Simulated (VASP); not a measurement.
## Al: single point with HSE06

The system is Al.

```
Al
1.0
    -1.58054    1.58054    1.58054
     1.58054   -1.58054    1.58054
     1.58054    1.58054   -1.58054
Al
1
Direct
  0.00000 0.00000 0.00000
```

This isn't the form of Al at room conditions, which is fcc.

| Quantity | Value |
| --- | --- |
| Program | VASP 6.6.1 |
| Task | single point |
| Functional | HSE06 |
| Potentials or basis | VASP PAW PBE potentials, release 64 (Al) |
| Cutoff | 520 eV |
| k mesh | 8 × 8 × 8 |
| Occupations | fermi-dirac, width 0.05 eV |
| Spin | no spin polarisation |
| Dipole correction | no |
| Grid for exact exchange (PRECFOCK) | Normal |
| Further INCAR settings | ALGO = Normal; EDIFF = 1e-07; NBANDS = 8 |
| Share of exact exchange | 0.25 |
| Screening parameter | 0.2079 1/Å |

- Pressure: 4.9 GPa
- Band gap on the k mesh: zero (an odd number of electrons rules out a gap without spin polarisation)

Levels at points of the mesh, in eV from the Fermi level:
```csv
k point,band 1,band 2,band 3,band 4
"(0.00, 0.00, 0.00)",-13.24,14.49,14.49,14.49
"(0.50, 0.00, 0.00)",-5.36,-4.65,9.03,9.17
"(0.50, 0.50, 0.50)",3.42,3.42,3.42,4.37
```

Wall time 6.7 min on 1 thread of Intel Xeon 8259CL, on a shared host, peak memory 0.23 GiB.

Caveat: the cell stands under pressure; the PAW data sets were made with another functional, which shifts forces and pressure a little.
